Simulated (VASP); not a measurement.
Write the native input for VASP 6.6.1 that does the following.

```
Task                   : single point
Functional             : PBEsol
Potentials or basis    : VASP PAW PBE potentials, release 64 (Ge_d)
Cutoff                 : 520 eV
k mesh                 : 19 × 19 × 10
Occupations            : fermi-dirac, width 0.05 eV
Spin                   : no spin polarisation
Dipole correction      : no
Further INCAR settings : ALGO = Normal; EDIFF = 1e-06; NBANDS = 21
```

The structure of Ge lies in POSCAR:

```
Ge
1.0
    2.3249647902      0.0000000000      0.0000000000
   -1.1624823951      2.0134785712      0.0000000000
    0.0000000000      0.0000000000      3.8071636173
Ge
2
Direct
    0.3333333333      0.6666666667      0.2500000000
    0.6666666667      0.3333333333      0.7500000000
```

The input as run:

INCAR

```
PREC     = Accurate       # precision mode
ENCUT    = 520            # plane-wave cutoff, eV
EDIFF    = 1E-6           # SCF threshold, eV
ISMEAR   = -1             # smearing method
SIGMA    = 0.05           # smearing width, eV
LREAL    = F              # projectors in reciprocal space
LASPH    = T              # aspherical terms in the spheres
NELM     = 80             # most SCF steps
ALGO     = Normal         # electronic algorithm
ISIF     = 2              # what is computed and relaxed
LWAVE    = F              # write WAVECAR
LCHARG   = F              # write CHGCAR
GGA      = PS             # functional
NBANDS   = 21             # bands
```

KPOINTS

```
regular mesh
0
Gamma
  19 19 10
```

Potentials or basis: VASP PAW PBE potentials, release 64 (Ge_d).

The run is started by

```sh
$ cat potpaw_PBE.64/Ge_d/POTCAR > POTCAR
$ mpirun -np 1 vasp_std > vasp.out
```

It gave:

The pressure is 271.3 GPa and the band gap on the k mesh is zero (band 14 reaches 31.90 eV, above the bottom of band 15 at 13.50 eV).

Caveat: the PAW data sets were made with another functional, which shifts forces and pressure a little.

Wall time 34 s on 1 thread of AMD EPYC 9R45 96-Core Processor (Zen 5), on a shared host, peak memory 0.15 GiB.
